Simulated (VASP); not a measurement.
# In6NCl3 (Fm-3m) in VASP: single point with PBE

Aim: the single point of In6NCl3 with PBE.

All numbers are computed with VASP 6.6.1; they aren't measurements. Logs are shortened: lines on timing, memory, paths and dates and some standing lists are left out, and cuts for length are marked.

## Step 1: The cell of the first run

It takes space group Fm-3m (No. 225, cubic). The conventional cell has a = 9.868 Å, b = 9.868 Å, c = 9.868 Å, α = 90.00°, β = 90.00°, γ = 90.00°. Within 4.1 Å of Cl (site symmetry m-3m) lie 6 In at 3.13 Å. Cl (site symmetry -43m) has 12 In at 3.55 Å and 4 N at 4.27 Å and 4 Cl at 4.27 Å within 4.7 Å. N (site symmetry m-3m) has 6 In at 1.80 Å within 2.4 Å. In (site symmetry 4mm) has 1 N at 1.80 Å within 2.4 Å.

## Step 2: Single point, PBE

Input file INCAR:

```
SYSTEM = In6NCl3
  PREC = Accurate
  ENCUT = 520
  EDIFF = 1E-6
  ISMEAR = 0
  SIGMA = 0.1
  LREAL = .FALSE.
  LASPH = .TRUE.
  NELM = 80
  ALGO = Normal
  ISIF = 2
  LWAVE = .FALSE.
  LCHARG = .FALSE.
  GGA = PE
  NBANDS = 63
```

Input file KPOINTS:

```
regular mesh
0
G
  3 3 3
  0 0 0
```

Input file POSCAR:

```
In6NCl3
1.0
    0.0000000000      4.9337650000      4.9337650000
    4.9337650000      0.0000000000      4.9337650000
    4.9337650000      4.9337650000      0.0000000000
Cl N In
3 1 6
Direct
    0.0000000000      0.0000000000      0.0000000000
    0.7500000000      0.7500000000      0.7500000000
    0.2500000000      0.2500000000      0.2500000000
    0.5000000000      0.5000000000      0.5000000000
    0.3176000000      0.6824000000      0.3176000000
    0.3176000000      0.6824000000      0.6824000000
    0.6824000000      0.3176000000      0.6824000000
    0.6824000000      0.3176000000      0.3176000000
    0.3176000000      0.3176000000      0.6824000000
    0.6824000000      0.6824000000      0.3176000000
```

Potentials or basis: VASP PAW PBE potentials, release 64 (Cl, N, In_d).

Started as:

```bash
cat potpaw_PBE.64/Cl/POTCAR potpaw_PBE.64/N/POTCAR potpaw_PBE.64/In_d/POTCAR > POTCAR
mpirun -np 1 vasp_std > vasp.out
```

OUTCAR:

```text
SYSTEM = In6NCl3
   PREC = Accurate
   ENCUT = 520
   EDIFF = 1E-6
   ISMEAR = 0
   LREAL = .FALSE.
   LASPH = .TRUE.
   NELM = 80
   ISIF = 2
   GGA = PE

 ion  position               nearest neighbor table
   1  0.000  0.000  0.000-   5 3.13   6 3.13   7 3.13   8 3.13   9 3.13  10 3.13
   2  0.750  0.750  0.750-
   3  0.250  0.250  0.250-
   4  0.500  0.500  0.500-   5 1.80   6 1.80   7 1.80   8 1.80   9 1.80  10 1.80
   5  0.318  0.682  0.318-   4 1.80   6 2.55   8 2.55   9 2.55  10 2.55   1 3.13   7 3.60
   6  0.318  0.682  0.682-   4 1.80   5 2.55   7 2.55   9 2.55  10 2.55   1 3.13   8 3.60
   7  0.682  0.318  0.682-   4 1.80   6 2.55   8 2.55   9 2.55  10 2.55   1 3.13   5 3.60
   8  0.682  0.318  0.318-   4 1.80   5 2.55   7 2.55   9 2.55  10 2.55   1 3.13   6 3.60
   9  0.318  0.318  0.682-   4 1.80   5 2.55   6 2.55   7 2.55   8 2.55   1 3.13  10 3.60
  10  0.682  0.682  0.318-   4 1.80   5 2.55   6 2.55   7 2.55   8 2.55   1 3.13   9 3.60

  LATTYP: Found a face centered cubic cell.
 ALAT       =     9.8675300000

  Lattice vectors:

 A1 = (   0.0000000000,   4.9337650000,   4.9337650000)
 A2 = (   4.9337650000,   0.0000000000,   4.9337650000)
 A3 = (   4.9337650000,   4.9337650000,   0.0000000000)

Analysis of symmetry for initial positions (statically):
=====================================================================
 Subroutine PRICEL returns:
 Original cell was already a primitive cell.

 Routine SETGRP: Setting up the symmetry group for a
 face centered cubic supercell.

 Subroutine GETGRP returns: Found 48 space group operations
 (whereof 48 operations were pure point group operations)
 out of a pool of 48 trial point group operations.

The static configuration has the point symmetry O_h .

Analysis of symmetry for dynamics (positions and initial velocities):
=====================================================================
 Subroutine PRICEL returns:
 Original cell was already a primitive cell.

 Routine SETGRP: Setting up the symmetry group for a
 face centered cubic supercell.

 Subroutine GETGRP returns: Found 48 space group operations
 (whereof 48 operations were pure point group operations)
 out of a pool of 48 trial point group operations.

The dynamic configuration has the point symmetry O_h .

 Subroutine INISYM returns: Found 48 space group operations
 (whereof 48 operations are pure point group operations),
 and found     1 'primitive' translations

----------------------------------------------------------------------------------------

                                     Primitive cell

  volume of cell :     240.1958

  direct lattice vectors                    reciprocal lattice vectors
     0.000000000  4.933765000  4.933765000    -0.101342484  0.101342484  0.101342484
     4.933765000  0.000000000  4.933765000     0.101342484 -0.101342484  0.101342484
     4.933765000  4.933765000  0.000000000     0.101342484  0.101342484 -0.101342484

  length of vectors
     6.977397377  6.977397377  6.977397377     0.175530331  0.175530331  0.175530331

  position of ions in fractional coordinates (direct lattice)
     0.000000000  0.000000000  0.000000000
     0.750000000  0.750000000  0.750000000
     0.250000000  0.250000000  0.250000000
     0.500000000  0.500000000  0.500000000
     0.317600000  0.682400000  0.317600000
     0.317600000  0.682400000  0.682400000
     0.682400000  0.317600000  0.682400000
     0.682400000  0.317600000  0.317600000
     0.317600000  0.317600000  0.682400000
     0.682400000  0.682400000  0.317600000

  ion indices of the primitive-cell ions
   primitive index   ion index
                 1           1
                 2           2
                 3           3
                 4           4
                 5           5
                 6           6
                 7           7
                 8           8
                 9           9
                10          10

----------------------------------------------------------------------------------------

 KPOINTS: regular mesh

Automatic generation of k-mesh.
 Grid dimensions read from file:
 generate k-points for:    3    3    3

 Generating k-lattice:

  Cartesian coordinates                     Fractional coordinates (reciprocal lattice)
    -0.033780828  0.033780828  0.033780828     0.333333333  0.000000000  0.000000000
     0.033780828 -0.033780828  0.033780828     0.000000000  0.333333333  0.000000000
     0.033780828  0.033780828 -0.033780828     0.000000000  0.000000000  0.333333333

  Length of vectors
     0.058510110  0.058510110  0.058510110

  Shift w.r.t. Gamma in fractional coordinates (k-lattice)
     0.000000000  0.000000000  0.000000000

 Subroutine IBZKPT returns following result:
 ===========================================

 Found      4 irreducible k-points:

 Following reciprocal coordinates:
            Coordinates               Weight
  0.000000  0.000000  0.000000      1.000000
  0.333333  0.000000  0.000000      8.000000
  0.333333  0.333333  0.000000      6.000000
 -0.333333  0.333333  0.000000     12.000000
   k-points           NKPTS =      4   k-points in BZ     NKDIM =      4   number of bands    NBANDS=     63
   number of dos      NEDOS =    301   number of ions     NIONS =     10
   total plane-waves  NPLWV = 157464
   dimension x,y,z NGX =    54 NGY =   54 NGZ =   54
   dimension x,y,z NGXF=   108 NGYF=  108 NGZF=  108
   ions per type =               3   1   6
   NGX,Y,Z   is equivalent  to a cutoff of  12.87, 12.87, 12.87 a.u.
   NGXF,Y,Z  is equivalent  to a cutoff of  25.73, 25.73, 25.73 a.u.
 SYSTEM =  In6NCl3
   PREC   = accura    normal or accurate (medium, high low for compatibility)
   ISTART =      0    job   : 0-new  1-cont  2-samecut
   ICHARG =      2    charge: 1-file 2-atom 10-const
   ISPIN  =      1    spin polarized calculation?
   LNONCOLLINEAR =      F non collinear calculations
   LSORBIT =      F    spin-orbit coupling
   LASPH  =      T    aspherical Exc in radial PAW
   ENCUT  =  520.0 eV  38.22 Ry    6.18 a.u.  12.97 12.97 12.97*2*pi/ulx,y,z
   NELM   =     80;   NELMIN=  2; NELMDL= -5     # of ELM steps
   EDIFF  = 0.1E-05   stopping-criterion for ELM
   LREAL  =      F    real-space projection
   EDIFFG = 0.1E-04   stopping-criterion for IOM
   NSW    =      0    number of steps for IOM
   IBRION =     -1    ionic relax: 0-MD 1-quasi-New 2-CG
   NFREE  =      0    steps in history (QN), initial steepest desc. (CG)
   ISIF   =      2    stress and relaxation
   ISYM   =      2    0-nonsym 1-usesym 2-fastsym
   POTIM  = 0.5000    time-step for ionic-motion
   TEBEG  =    0.0;   TEEND  =   0.0 temperature during run
   PSTRESS=    0.0 pullay stress
   NELECT =     104.0000    total number of electrons
   NUPDOWN=      -1.0000    fix difference up-down
   EMIN   =  10.00;   EMAX   =-10.00  energy-range for DOS
   EFERMI =   0.00;   METHOD = LEGACY
   ISMEAR =     0;   SIGMA  =   0.10  broadening in eV -4-tet -1-fermi 0-gaus
   EFERMI_NEDOS =   21; number of points for ismear=-14 and -15
   IALGO  =     38    algorithm
   IMIX   =      4    mixing-type and parameters
     AMIX     =   0.40;   BMIX     =  1.00
     AMIX_MAG =   1.60;   BMIX_MAG =  1.00
  volume/ion in A,a.u.               =      24.02       162.09
  Fermi-wavevector in a.u.,A,eV,Ry     =   1.238504  2.340434 20.869877  1.533893
  Thomas-Fermi vector in A             =   2.373027
   LORBIT       =      0    0 simple, 1 ext, 2 COOP (PROOUT), +10 PAW based schemes
   GGA     = PE    functional components
   LHFCALC =     F    Hartree Fock is set to
   AEXX    =    0.0000 exact exchange contribution
   IVDW    =     0    specifies the selected vdW correction
   LEPSILON=     F    determine dielectric tensor
   LRPA    =     F    only Hartree local field effects (RPA)
 non-spin polarized calculation
 Gauss-broadening in eV      SIGMA  =   0.10
  energy-cutoff  :      520.00
  volume of cell :      240.20
 maximum number of plane-waves:      6477
 NGX is ok and might be reduce to    54
   NGX = 25   NGY = 25   NGZ = 25

 number of electron     103.9999999 magnetization

 Free energy of the ion-electron system (eV)
  ---------------------------------------------------
  ext. energy  EPLUGINS =         0.00000000
  ---------------------------------------------------
  free energy    TOTEN  =        -4.96860356 eV

  energy without entropy =       -4.89047424  energy(sigma->0) =       -4.92953890

 E-fermi :   5.1933     XC(G=0):  -9.4254

 val. band max:        5.1332260565   @ k =   0.0000   0.0000   0.0000
 cond. band min:       5.2019910353   @ k =  -0.3333   0.3333   0.0000
 fundamental gap:      0.0687649788
 Fermi energy:         5.1932703965

 k-point     1 :       0.0000    0.0000    0.0000
  band No.  band energies     occupation
      1     -18.1906      2.00000
      2     -12.2951      2.00000
      3     -12.2951      2.00000
      4     -12.2951      2.00000
      5     -11.0853      2.00000
      6     -11.0853      2.00000
[... 55 lines left out ...]
     62      10.2065      0.00000
     63      12.3277      0.00000

 k-point     2 :       0.3333    0.0000    0.0000
  band No.  band energies     occupation
      1     -18.1899      2.00000
      2     -12.3004      2.00000
      3     -12.2912      2.00000
      4     -12.2912      2.00000
      5     -11.0832      2.00000
      6     -11.0818      2.00000
[... 55 lines left out ...]
     62      10.4676      0.00000
     63      12.3938      0.00000

 k-point     3 :       0.3333    0.3333    0.0000
  band No.  band energies     occupation
      1     -18.1897      2.00000
      2     -12.2926      2.00000
      3     -12.2926      2.00000
      4     -12.2924      2.00000
      5     -11.0847      2.00000
      6     -11.0795      2.00000
[... 55 lines left out ...]
     62      10.1944      0.00000
     63      11.8451      0.00000

 k-point     4 :      -0.3333    0.3333    0.0000
  band No.  band energies     occupation
      1     -18.1894      2.00000
      2     -12.2961      2.00000
      3     -12.2906      2.00000
      4     -12.2899      2.00000
      5     -11.0820      2.00000
      6     -11.0798      2.00000
[... 55 lines left out ...]
     62      10.9539      0.00000
     63      11.6837      0.00000

------------------------ aborting loop because EDIFF is reached ----------------------------------------

  FORCE on cell =-STRESS in cart. coord.  units (eV):
  Direction    XX          YY          ZZ          XY          YZ          ZX
  --------------------------------------------------------------------------------------
  -------------------------------------------------------------------------------------
  Total       67.9720900     67.9720900     67.9720900     -0.0000000      0.0000000     -0.0000000
  in kB      453.3940654    453.3940654    453.3940654     -0.0000000      0.0000000     -0.0000000
  external PRESSURE =     453.3940654 kB  Pullay stress =       0.0000000 kB

 VOLUME and BASIS-vectors are now :
 -----------------------------------------------------------------------------
  energy-cutoff  :      520.00
  volume of cell :      240.20
      direct lattice vectors                 reciprocal lattice vectors
     0.000000000  4.933765000  4.933765000    -0.101342484  0.101342484  0.101342484
     4.933765000  0.000000000  4.933765000     0.101342484 -0.101342484  0.101342484
     4.933765000  4.933765000  0.000000000     0.101342484  0.101342484 -0.101342484

 POSITION                                       TOTAL-FORCE (eV/Angst)
 -----------------------------------------------------------------------------------
      0.00000      0.00000      0.00000         0.000000      0.000000      0.000000
      7.40065      7.40065      7.40065         0.000000     -0.000000      0.000000
      2.46688      2.46688      2.46688        -0.000000     -0.000000     -0.000000
      4.93377      4.93377      4.93377         0.000000      0.000000     -0.000000
      4.93377      3.13393      4.93377         0.000000    -19.541541      0.000000
      6.73360      4.93377      4.93377        19.541541      0.000000      0.000000
      4.93377      6.73360      4.93377         0.000000     19.541541      0.000000
      3.13393      4.93377      4.93377       -19.541541      0.000000      0.000000
      4.93377      4.93377      3.13393         0.000000      0.000000    -19.541541
      4.93377      4.93377      6.73360         0.000000      0.000000     19.541541
 -----------------------------------------------------------------------------------
    total drift:                                0.000000      0.000000      0.000000

  FREE ENERGIE OF THE ION-ELECTRON SYSTEM (eV)
  ---------------------------------------------------
  free  energy   TOTEN  =        -4.9686035619 eV

  energy  without entropy=       -4.8904742418  energy(sigma->0) =       -4.92953890
```

Run time: 4.6 min. Hardware: 1 thread of AMD EPYC 7R13, shared host; peak memory 0.39 GiB.

Results:

```yaml
Free_energy: -4.9686 eV
Pressure: 45.3 GPa
Largest_force: 19.542 eV/Å
Band_gap_on_the_k_mesh: zero (bands 52 and 53 overlap by 0.12 eV)
```

Forces in eV/Å, atoms in the order of the input:
```
Cl    0.000   0.000   0.000
Cl    0.000   0.000   0.000
Cl    0.000   0.000   0.000
N     0.000   0.000   0.000
In    0.000 -19.542   0.000
In   19.542   0.000   0.000
In    0.000  19.542   0.000
In  -19.542   0.000   0.000
In    0.000   0.000 -19.542
In    0.000   0.000  19.542
```

Caveat: the k points lie up to 0.37 Å⁻¹ apart; spin-orbit coupling is left out, which moves the levels of the heavy elements; forces of over 1 eV/Å act on the atoms, so gaps and moduli don't describe the material at rest.

The gap in the log of VASP goes by the Fermi energy; the results here count the filled bands.